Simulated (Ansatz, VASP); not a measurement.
**Two plane-wave programs on Ge**

```xyz
4
Lattice="3.9956 0.0000 0.0000 -1.9978 3.4603 0.0000 0.0000 0.0000 6.8008" Properties=species:S:1:pos:R:3 pbc="T T T"
Ge    1.9978    1.1534    0.4377
Ge    0.0000    2.3069    3.8381
Ge    1.9978    1.1534    2.9627
Ge    0.0000    2.3069    6.3631
```

Change from the starting cell: strain along c alone, the other axes held, atoms relaxed: +3.0 %.

Alike in both runs: functional r2SCAN; k mesh 12 × 12 × 6; occupations gaussian, width 0.01 eV; no spin polarisation.

Ansatz relaxed the structure, and its values are those at the end. VASP's run is a single point on that final structure, the one shown.

```csv
,VASP,Ansatz
version,VASP 6.6.1,Ansatz 0.2.0
potentials or method,"VASP PAW PBE potentials, release 64 (Ge_d), cutoff 520 eV","scalar-relativistic, plane waves, PAW"
valence electrons in the cell,56,56
```

VASP gave:

- gap on the k mesh at the Fermi level (eV): none
- pressure (GPa): -1.9
- rms of the force components (eV/Å): 0.005

Problem. What did Ansatz give for the same quantities?

Solution. gap on the k mesh at the Fermi level (eV): none; pressure (GPa): -1.9; rms of the force components (eV/Å): 0.000.

VASP's potentials were made for PBE, not for r2SCAN. A gap of «none» marks a metal or a gap that the smearing closes. Ansatz's warnings: stress scf threshold loose.
